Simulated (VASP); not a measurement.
A run of VASP 6.6.1:

INCAR

```
SYSTEM = YN
PREC = Accurate
ENCUT = 600
EDIFF = 1E-6
ISMEAR = 0
SIGMA = 0.01
LREAL = .FALSE.
LASPH = .TRUE.
NELM = 120
ALGO = Normal
ISIF = 2
LWAVE = .FALSE.
LCHARG = .FALSE.
GGA = PE
NBANDS = 15
GGA_COMPAT = .FALSE.
```

KPOINTS

```
regular mesh
0
G
  6 6 6
  0 0 0
```

Contents of POSCAR:

```
YN
1.0
    0.0000000000      2.4065477840      2.4065477840
    2.4065477840      0.0000000000      2.4065477840
    2.4065477840      2.4065477840      0.0000000000
Y N
1 1
Direct
    0.0000000000      0.0000000000      0.0000000000
    0.5000000000      0.5000000000      0.5000000000
```

Potentials or basis: VASP PAW PBE potentials, release 64 (Y_sv, N).

Run with:

```bash
$ cat potpaw_PBE.64/Y_sv/POTCAR potpaw_PBE.64/N/POTCAR > POTCAR
$ mpirun -np 1 vasp_std > vasp.out
```

Hardware: 1 thread of Intel Xeon 8259CL (shared host).

**Question.** How long does it take, and how much memory?

**Answer.** It took 30 s on 1 thread of Intel Xeon 8259CL, with other jobs on the host, peak memory 0.17 GiB. Counts: scf iterations 14, k points 16.
